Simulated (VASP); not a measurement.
Set up this calculation in VASP 6.6.1, as the native input.

```
Task                   : single point
Functional             : PBEsol
Potentials or basis    : VASP PAW PBE potentials, release 64 (Pb_d, O)
Cutoff                 : 520 eV
k mesh                 : 6 × 6 × 6
Occupations            : gaussian, width 0.01 eV
Spin                   : no spin polarisation
Dipole correction      : no
Further INCAR settings : ALGO = Normal; EDIFF = 1e-06; NBANDS = 28
```

The structure of PbO lies in POSCAR:

```
PbO
1.0
    3.9564690029      0.0000000000      0.0000000000
    0.0000000000      3.9564690029      0.0000000000
    0.0000000000      0.0000000000      4.9678971691
Pb O
2 2
Direct
    0.0000000000      0.5000000000      0.2400000000
    0.5000000000      0.0000000000      0.7600000000
    0.0000000000      0.0000000000      0.0000000000
    0.5000000000      0.5000000000      0.0000000000
```

These files were run (other wordings do the same):

INCAR

```
ALGO     = Normal         # electronic algorithm
EDIFF    = 1E-6           # SCF threshold, eV
ENCUT    = 520            # plane-wave cutoff, eV
GGA      = PS             # functional
ISIF     = 2              # what is computed and relaxed
ISMEAR   = 0              # smearing method
LASPH    = True           # aspherical terms in the spheres
LCHARG   = False          # write CHGCAR
LREAL    = False          # projectors in reciprocal space
LWAVE    = False          # write WAVECAR
NBANDS   = 28             # bands
NELM     = 100            # most SCF steps
PREC     = Accurate       # precision mode
SIGMA    = 0.01           # smearing width, eV
```

KPOINTS

```
k-points
0
Gamma
  6 6 6
```

Potentials or basis: VASP PAW PBE potentials, release 64 (Pb_d, O).

Launch:

```bash
$ cat potpaw_PBE.64/Pb_d/POTCAR potpaw_PBE.64/O/POTCAR > POTCAR
$ mpirun -np 1 vasp_std > vasp.out
```

Results of the run:

```yaml
Pressure: 1.3 GPa
Largest_force: 0.047 eV/Å
Band_gap_on_the_k_mesh: 1.06 eV (least direct gap 2.12 eV)
```

Caveat: the PAW data sets were made with another functional, which shifts forces and pressure a little; spin-orbit coupling is left out, which moves the levels of the heavy elements.

It took 2 min on 1 thread of Intel Xeon 8259CL, with other jobs on the host, peak memory 0.22 GiB.
